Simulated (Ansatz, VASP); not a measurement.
# Two plane-wave programs on Ag

Contents of INCAR:

```
SYSTEM = Ag
  AGGAC = 1.0
  AGGAX = 1.0
  ALDAC = 0.0
  ALDAX = 1.0
  ALGO = Normal
  EDIFF = 1E-6
  EDIFFG = -0.01
  ENCUT = 600
  GGA = B5
  IBRION = 2
  ISIF = 3
  ISMEAR = -1
  LASPH = .TRUE.
  LCHARG = .FALSE.
  LREAL = .FALSE.
  LWAVE = .FALSE.
  NELM = 80
  NSW = 80
  PREC = Accurate
  SIGMA = 0.1
```

File KPOINTS:

```
k-points
0
G
  8 8 11
  0 0 0
```

The input POSCAR:

```
Ag
1.0
    4.5850386948      0.0000000000      0.0000000000
   -2.2925193474      3.9707599870      0.0000000000
    0.0000000000      0.0000000000      2.8106287199
Ag
3
Direct
    0.0000000000      0.0000000000      0.0000000000
    0.3333333333      0.6666666667      0.5000000000
    0.6666666667      0.3333333333      0.5000000000
```

Input for Ansatz:

```yaml
crystal:
  lattice:
    - [4.5850386948, 0.0, 0.0]
    - [-2.2925193474, 3.970759987, 0.0]
    - [0.0, 0.0, 2.8106287199]
  atoms:
    - { symbol: Ag, position: [0.0, 0.0, 0.0] }
    - { symbol: Ag, position: [0.3333333333, 0.6666666667, 0.5] }
    - { symbol: Ag, position: [0.6666666667, 0.3333333333, 0.5] }
hamiltonian:
  xc: blyp
  pseudopotentials:
    kind: paw
    azcp:
      Ag: "pseudopotentials/Ag.paw.azcp"
basis:
  ecutwfc: 420
  fft_grid_basis: typed
kpoints:
  mp_grid: { grid: [8, 8, 11], shift: [0, 0, 0] }
magnetization:
  spin_polarized: false
scf:
  occupations: { method: fermi_dirac, width: 0.1 }
relax:
  max_steps: 60
  f_tol: 0.01
  cell: {}
```

Alike in both runs: task relaxation of cell and atoms; functional BLYP; k mesh 8 × 8 × 11; occupations fermi-dirac, width 0.1 eV; no spin polarisation.

```csv
,VASP,Ansatz
version,VASP 6.6.1,Ansatz 0.2.0
potentials or method,"VASP PAW PBE potentials, release 64 (Ag), cutoff 600 eV","plane waves (420 eV) with PAW, scalar-relativistic"
valence electrons in the cell,33,57
```

Ansatz gave:

```
relaxed volume (Å³/atom)                                     : 19.73
relaxed cell length with the largest relative difference (Å) : 4.850
```

Q: Which values does VASP return?

A: Relaxed volume (Å³/atom): 19.77; relaxed cell length with the largest relative difference (Å): 4.855.

VASP's potentials were made for PBE, not for BLYP. VASP's potentials hold 33 valence electrons a cell and Ansatz's 57, so a difference there can come from the potentials and not from the codes.

Noted on VASP's run: the volume moved by over 15 % at a fixed basis, so the end points are rough.
